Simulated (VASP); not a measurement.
A run of VASP 6.6.1 is set up as follows.

INCAR

```
  ALGO = Normal
  EDIFF = 1E-6
  ENCUT = 520
  GGA = PE
  ISIF = 2
  ISMEAR = 0
  IVDW = 12
  LASPH = T
  LCHARG = F
  LREAL = F
  LWAVE = F
  NBANDS = 20
  NELM = 80
  PREC = Accurate
  SIGMA = 0.02
```

File KPOINTS:

```
k-points
0
Gamma
  12 12 2
```

File POSCAR:

```
WS2
1.0
    3.1611304392      0.0000000000      0.0000000000
   -1.5805652196      2.7376192650      0.0000000000
    0.0000000000      0.0000000000     17.4320485649
W S
1 2
Direct
    0.3333333333      0.6666666667      0.0000000000
    0.6666666667      0.3333333333      0.9096039357
    0.6666666667      0.3333333333      0.0903960643
```

Potentials or basis: VASP PAW PBE potentials, release 64 (W_sv, S).

Command:

```console
$ cat potpaw_PBE.64/W_sv/POTCAR potpaw_PBE.64/S/POTCAR > POTCAR
$ mpirun -np 1 vasp_std > vasp.out
```

Task: What does it give for the band gap on the k mesh?

Result: 1.92 eV.

Task: Estimate the dispersion energy per atom.

Result: -0.310 eV.

Forces on the atoms (eV/Å):
```
W    0.000  0.000  0.000
S    0.000  0.000  0.003
S    0.000  0.000 -0.003
```

Caveat: spin-orbit coupling is left out, which moves the levels of the heavy elements.
